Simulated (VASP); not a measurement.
# HoSiI4 (P6/mmm) in VASP: single point with PBE

Aim: the single point of HoSiI4 with PBE.

All numbers are computed with VASP 6.6.1; they aren't measurements. Logs are shortened: lines on timing, memory, paths and dates and some standing lists are left out, and cuts for length are marked.

## 1. The cell of the first run

The structure is hexagonal, space group P6/mmm (No. 191). The conventional cell has a = 5.827 Å, b = 5.827 Å, c = 6.631 Å, α = 90.00°, β = 90.00°, γ = 120.00°. Ho (site symmetry 6/mmm) has 2 Si at 3.32 Å and 12 I at 3.74 Å within 4.4 Å. Si (site symmetry 6/mmm) has 2 Ho at 3.32 Å and 12 I at 3.77 Å within 4.4 Å. I (site symmetry 3m) has 5 I at 3.25 to 3.38 Å and 3 Ho at 3.74 Å and 3 Si at 3.77 Å within 4.3 Å.

The cell was built from a structure type or drawn by symmetry, and may not be a known phase.

## 2. Single point, PBE

The input, INCAR:

```
SYSTEM = HoSiI4
ALGO = Normal
EDIFF = 1E-6
ENCUT = 500
GGA = PE
GGA_COMPAT = .False.
ISIF = 2
ISMEAR = 0
LASPH = .True.
LCHARG = .False.
LMAXMIX = 6
LREAL = .False.
LWAVE = .False.
NBANDS = 30
NELM = 200
PREC = Accurate
SIGMA = 0.2
```

The input, KPOINTS:

```
k-points
0
Gamma
  4 4 2
  0 0 0
```

The input, POSCAR:

```
HoSiI4
1.0
    5.8272980736      0.0000000000      0.0000000000
   -2.9136490368      5.0465881672      0.0000000000
    0.0000000000      0.0000000000      6.6314840176
Ho Si I
1 1 4
Direct
    0.0000000000      0.0000000000      0.5000000000
    0.0000000000      0.0000000000      0.0000000000
    0.3333333333      0.6666666667      0.2551828016
    0.6666666667      0.3333333333      0.2551828016
    0.6666666667      0.3333333333      0.7448171984
    0.3333333333      0.6666666667      0.7448171984
```

Potentials or basis: VASP PAW PBE potentials, release 64 (Ho_3, Si, I), 4f in core.

Launch:

```sh
$ cat potpaw_PBE.64/Ho_3/POTCAR potpaw_PBE.64/Si/POTCAR potpaw_PBE.64/I/POTCAR > POTCAR
$ mpirun -np 1 vasp_std > vasp.out
```

OUTCAR:

```text
SYSTEM = HoSiI4
   EDIFF = 1E-6
   ENCUT = 500
   GGA = PE
   ISIF = 2
   ISMEAR = 0
   LASPH = .True.
   LREAL = .False.
   NELM = 200
   PREC = Accurate

 ion  position               nearest neighbor table
   1  0.000  0.000  0.500-   2 3.32   2 3.32
   2  0.000  0.000  0.000-   1 3.32   1 3.32
   3  0.333  0.667  0.255-   6 3.25   4 3.36   4 3.36   4 3.36   6 3.38
   4  0.667  0.333  0.255-   5 3.25   3 3.36   3 3.36   3 3.36   5 3.38
   5  0.667  0.333  0.745-   4 3.25   6 3.36   6 3.36   6 3.36   4 3.38
   6  0.333  0.667  0.745-   3 3.25   5 3.36   5 3.36   5 3.36   3 3.38

  LATTYP: Found a hexagonal cell.
 ALAT       =     5.8272980736
 C/A-ratio  =     1.1380032279

  Lattice vectors:

 A1 = (   5.8272980736,   0.0000000000,   0.0000000000)
 A2 = (  -2.9136490368,   5.0465881672,   0.0000000000)
 A3 = (   0.0000000000,   0.0000000000,   6.6314840176)

Analysis of symmetry for initial positions (statically):
=====================================================================
 Subroutine PRICEL returns:
 Original cell was already a primitive cell.

 Routine SETGRP: Setting up the symmetry group for a
 hexagonal supercell.

 Subroutine GETGRP returns: Found 24 space group operations
 (whereof 24 operations were pure point group operations)
 out of a pool of 24 trial point group operations.

The static configuration has the point symmetry D_6h.

Analysis of symmetry for dynamics (positions and initial velocities):
=====================================================================
 Subroutine PRICEL returns:
 Original cell was already a primitive cell.

 Routine SETGRP: Setting up the symmetry group for a
 hexagonal supercell.

 Subroutine GETGRP returns: Found 24 space group operations
 (whereof 24 operations were pure point group operations)
 out of a pool of 24 trial point group operations.

The dynamic configuration has the point symmetry D_6h.

 Subroutine INISYM returns: Found 24 space group operations
 (whereof 24 operations are pure point group operations),
 and found     1 'primitive' translations

----------------------------------------------------------------------------------------

                                     Primitive cell

  volume of cell :     195.0185

  direct lattice vectors                    reciprocal lattice vectors
     5.827298074  0.000000000  0.000000000     0.171606118  0.099076838  0.000000000
    -2.913649037  5.046588167  0.000000000     0.000000000  0.198153677  0.000000000
     0.000000000  0.000000000  6.631484018     0.000000000  0.000000000  0.150795809

  length of vectors
     5.827298074  5.827298074  6.631484018     0.198153677  0.198153677  0.150795809

  position of ions in fractional coordinates (direct lattice)
     0.000000000  0.000000000  0.500000000
     0.000000000  0.000000000  0.000000000
     0.333333333  0.666666667  0.255182802
     0.666666667  0.333333333  0.255182802
     0.666666667  0.333333333  0.744817198
     0.333333333  0.666666667  0.744817198

  ion indices of the primitive-cell ions
   primitive index   ion index
                 1           1
                 2           2
                 3           3
                 4           4
                 5           5
                 6           6

----------------------------------------------------------------------------------------

 KPOINTS: k-points

Automatic generation of k-mesh.
 Grid dimensions read from file:
 generate k-points for:    4    4    2

 Generating k-lattice:

  Cartesian coordinates                     Fractional coordinates (reciprocal lattice)
     0.042901529  0.024769210  0.000000000     0.250000000  0.000000000  0.000000000
     0.000000000  0.049538419  0.000000000     0.000000000  0.250000000  0.000000000
     0.000000000  0.000000000  0.075397905     0.000000000  0.000000000  0.500000000

  Length of vectors
     0.049538419  0.049538419  0.075397905

  Shift w.r.t. Gamma in fractional coordinates (k-lattice)
     0.000000000  0.000000000  0.000000000

 Subroutine IBZKPT returns following result:
 ===========================================

 Found      8 irreducible k-points:

 Following reciprocal coordinates:
            Coordinates               Weight
  0.000000  0.000000  0.000000      1.000000
  0.250000  0.000000  0.000000      6.000000
  0.500000  0.000000  0.000000      3.000000
  0.250000  0.250000  0.000000      6.000000
  0.000000  0.000000  0.500000      1.000000
  0.250000  0.000000  0.500000      6.000000
  0.500000  0.000000  0.500000      3.000000
  0.250000  0.250000  0.500000      6.000000
   k-points           NKPTS =      8   k-points in BZ     NKDIM =      8   number of bands    NBANDS=     30
   number of dos      NEDOS =    301   number of ions     NIONS =      6
   total plane-waves  NPLWV =  84672
   dimension x,y,z NGX =    42 NGY =   42 NGZ =   48
   dimension x,y,z NGXF=    84 NGYF=   84 NGZF=   96
   ions per type =               1   1   4
   NGX,Y,Z   is equivalent  to a cutoff of  11.98, 11.98, 12.03 a.u.
   NGXF,Y,Z  is equivalent  to a cutoff of  23.96, 23.96, 24.07 a.u.
 SYSTEM =  HoSiI4
   PREC   = accura    normal or accurate (medium, high low for compatibility)
   ISTART =      0    job   : 0-new  1-cont  2-samecut
   ICHARG =      2    charge: 1-file 2-atom 10-const
   ISPIN  =      1    spin polarized calculation?
   LNONCOLLINEAR =      F non collinear calculations
   LSORBIT =      F    spin-orbit coupling
   LASPH  =      T    aspherical Exc in radial PAW
   ENCUT  =  500.0 eV  36.75 Ry    6.06 a.u.  10.62 10.62 12.09*2*pi/ulx,y,z
   NELM   =    200;   NELMIN=  2; NELMDL= -5     # of ELM steps
   EDIFF  = 0.1E-05   stopping-criterion for ELM
   LREAL  =      F    real-space projection
   EDIFFG = 0.1E-04   stopping-criterion for IOM
   NSW    =      0    number of steps for IOM
   IBRION =     -1    ionic relax: 0-MD 1-quasi-New 2-CG
   NFREE  =      0    steps in history (QN), initial steepest desc. (CG)
   ISIF   =      2    stress and relaxation
   ISYM   =      2    0-nonsym 1-usesym 2-fastsym
   POTIM  = 0.5000    time-step for ionic-motion
   TEBEG  =    0.0;   TEEND  =   0.0 temperature during run
   PSTRESS=    0.0 pullay stress
   NELECT =      41.0000    total number of electrons
   NUPDOWN=      -1.0000    fix difference up-down
   EMIN   =  10.00;   EMAX   =-10.00  energy-range for DOS
   EFERMI =   0.00;   METHOD = LEGACY
   ISMEAR =     0;   SIGMA  =   0.20  broadening in eV -4-tet -1-fermi 0-gaus
   EFERMI_NEDOS =   21; number of points for ismear=-14 and -15
   IALGO  =     38    algorithm
   IMIX   =      4    mixing-type and parameters
     AMIX     =   0.40;   BMIX     =  1.00
     AMIX_MAG =   1.60;   BMIX_MAG =  1.00
  volume/ion in A,a.u.               =      32.50       219.34
  Fermi-wavevector in a.u.,A,eV,Ry     =   0.973444  1.839542 12.892781  0.947593
  Thomas-Fermi vector in A             =   2.103824
   LORBIT       =      0    0 simple, 1 ext, 2 COOP (PROOUT), +10 PAW based schemes
   GGA     = PE    functional components
   LHFCALC =     F    Hartree Fock is set to
   AEXX    =    0.0000 exact exchange contribution
   IVDW    =     0    specifies the selected vdW correction
   LEPSILON=     F    determine dielectric tensor
   LRPA    =     F    only Hartree local field effects (RPA)
 non-spin polarized calculation
 Gauss-broadening in eV      SIGMA  =   0.20
  energy-cutoff  :      500.00
  volume of cell :      195.02
 maximum number of plane-waves:      4980
   NGX = 21   NGY = 21   NGZ = 25

 number of electron      41.0000011 magnetization

 Free energy of the ion-electron system (eV)
  ---------------------------------------------------
  ext. energy  EPLUGINS =         0.00000000
  ---------------------------------------------------
  free energy    TOTEN  =       -14.46544334 eV

  energy without entropy =      -14.36064414  energy(sigma->0) =      -14.41304374

 E-fermi :   5.5832     XC(G=0):  -9.2139

 val. band max:        5.5531089786   @ k =   0.5000   0.0000   0.0000
 cond. band min:       5.6020549218   @ k =   0.2500   0.0000   0.0000
 fundamental gap:      0.0489459432
 Fermi energy:         5.5832053465

 k-point     1 :       0.0000    0.0000    0.0000
  band No.  band energies     occupation
      1     -20.7354      2.00000
      2     -20.7354      2.00000
      3     -20.5102      2.00000
      4      -8.9664      2.00000
      5      -7.7486      2.00000
      6      -7.3447      2.00000
[... 22 lines left out ...]
     29       7.8198      0.00000
     30      10.1936      0.00000

 k-point     2 :       0.2500    0.0000    0.0000
  band No.  band energies     occupation
      1     -20.7363      2.00000
      2     -20.7356      2.00000
      3     -20.5100      2.00000
      4      -8.7842      2.00000
      5      -7.6017      2.00000
      6      -7.5909      2.00000
[... 22 lines left out ...]
     29       7.5633      0.00000
     30       9.3652      0.00000

 k-point     3 :       0.5000    0.0000    0.0000
  band No.  band energies     occupation
      1     -20.7372      2.00000
      2     -20.7357      2.00000
      3     -20.5098      2.00000
      4      -8.4712      2.00000
      5      -7.9818      2.00000
      6      -7.3176      2.00000
[... 22 lines left out ...]
     29       7.3596      0.00000
     30       8.7485      0.00000

 k-point     4 :       0.2500    0.2500    0.0000
  band No.  band energies     occupation
      1     -20.7368      2.00000
      2     -20.7361      2.00000
      3     -20.5098      2.00000
      4      -8.4813      2.00000
      5      -7.9675      2.00000
      6      -7.3164      2.00000
[... 22 lines left out ...]
     29       7.4516      0.00000
     30       9.6815      0.00000

 k-point     5 :       0.0000    0.0000    0.5000
  band No.  band energies     occupation
      1     -20.7354      2.00000
      2     -20.7354      2.00000
      3     -20.5105      2.00000
      4      -8.5489      2.00000
      5      -8.3325      2.00000
      6      -6.9543      2.00000
[... 22 lines left out ...]
     29      10.7304      0.00000
     30      10.9220      0.00000

 k-point     6 :       0.2500    0.0000    0.5000
  band No.  band energies     occupation
      1     -20.7363      2.00000
      2     -20.7356      2.00000
      3     -20.5103      2.00000
      4      -8.3711      2.00000
      5      -8.1645      2.00000
      6      -7.2094      2.00000
[... 22 lines left out ...]
     29       9.8259      0.00000
     30      10.4465      0.00000

 k-point     7 :       0.5000    0.0000    0.5000
  band No.  band energies     occupation
      1     -20.7372      2.00000
      2     -20.7357      2.00000
      3     -20.5102      2.00000
      4      -8.0663      2.00000
      5      -7.8735      2.00000
      6      -7.5836      2.00000
[... 22 lines left out ...]
     29       9.7660      0.00000
     30       9.9885      0.00000

 k-point     8 :       0.2500    0.2500    0.5000
  band No.  band energies     occupation
      1     -20.7368      2.00000
      2     -20.7361      2.00000
      3     -20.5102      2.00000
      4      -8.0755      2.00000
      5      -7.8756      2.00000
      6      -7.5710      2.00000
[... 22 lines left out ...]
     29       9.8913      0.00000
     30      10.3889      0.00000

------------------------ aborting loop because EDIFF is reached ----------------------------------------

  FORCE on cell =-STRESS in cart. coord.  units (eV):
  Direction    XX          YY          ZZ          XY          YZ          ZX
  --------------------------------------------------------------------------------------
  -------------------------------------------------------------------------------------
  Total        0.8606507      0.8606507     -0.2953524      0.0000000      0.0000000     -0.0000000
  in kB        7.0706881      7.0706881     -2.4264716      0.0000000      0.0000000     -0.0000000
  external PRESSURE =       3.9049682 kB  Pullay stress =       0.0000000 kB

 VOLUME and BASIS-vectors are now :
 -----------------------------------------------------------------------------
  energy-cutoff  :      500.00
  volume of cell :      195.02
      direct lattice vectors                 reciprocal lattice vectors
     5.827298074  0.000000000  0.000000000     0.171606118  0.099076838  0.000000000
    -2.913649037  5.046588167  0.000000000     0.000000000  0.198153677  0.000000000
     0.000000000  0.000000000  6.631484018     0.000000000  0.000000000  0.150795809

 POSITION                                       TOTAL-FORCE (eV/Angst)
 -----------------------------------------------------------------------------------
      0.00000      0.00000      3.31574        -0.000000      0.000000      0.000000
      0.00000      0.00000      0.00000        -0.000000      0.000000      0.000000
     -0.00000      3.36439      1.69224        -0.000000     -0.000000      0.016054
      2.91365      1.68220      1.69224         0.000000      0.000000      0.016054
      2.91365      1.68220      4.93924         0.000000     -0.000000     -0.016054
     -0.00000      3.36439      4.93924        -0.000000      0.000000     -0.016054
 -----------------------------------------------------------------------------------
    total drift:                               -0.000000      0.000000     -0.000000

  FREE ENERGIE OF THE ION-ELECTRON SYSTEM (eV)
  ---------------------------------------------------
  free  energy   TOTEN  =       -14.4654433382 eV

  energy  without entropy=      -14.3606441367  energy(sigma->0) =      -14.41304374
```

Wall time 37 s (1 thread of Intel Xeon 6975P-C (Granite Rapids), shared host); peak memory 0.29 GiB.

Results:

```
Free energy            : -14.4654 eV
Pressure               : 0.4 GPa
Largest force          : 0.016 eV/Å
Band gap on the k mesh : zero (an odd number of electrons rules out a gap without spin polarisation)
```

Forces on the atoms (eV/Å):
```
Ho   0.000  0.000  0.000
Si   0.000  0.000  0.000
I    0.000  0.000  0.016
I    0.000  0.000  0.016
I    0.000  0.000 -0.016
I    0.000  0.000 -0.016
```

Caveat: the k points lie up to 0.47 Å⁻¹ apart, too coarse for converged energies and pressures of a metal; spin-orbit coupling is left out, which moves the levels of the heavy elements; the 4f electrons are frozen in the core, so they carry no moment and show no levels; an odd number of electrons without spin polarisation forces a metal; a magnetic or distorted state may lie lower; the run has no spin polarisation, though such a crystal can be magnetic. Spin polarisation is off, so any magnetic state and its effect on volume and gap are missing.
